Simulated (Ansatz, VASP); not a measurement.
Be: VASP beside Ansatz

```
Be
1.0
     2.25952    0.00000    0.00000
    -1.12976    1.95680    0.00000
     0.00000    0.00000    3.54510
Be
2
Direct
  0.33333 0.66667 0.75000
  0.66667 0.33333 0.25000
```

Alike in both runs: functional PBEsol; k mesh 20 × 20 × 12; occupations gaussian, width 0.05 eV; no spin polarisation.

Ansatz relaxed the structure, and its values are those at the end. VASP's run is a single point on that final structure, the one shown.

```csv
,VASP,Ansatz
version,VASP 6.6.1,Ansatz 0.2.0
potentials or method,"VASP PAW PBE potentials, release 64 (Be), cutoff 520 eV","scalar-relativistic, plane waves, PAW"
valence electrons in the cell,4,4
```

```tsv
	VASP	Ansatz	Ansatz less VASP
pressure (GPa)	0.5	0.1	-0.38
```

VASP's potentials were made for PBE, not for PBEsol.
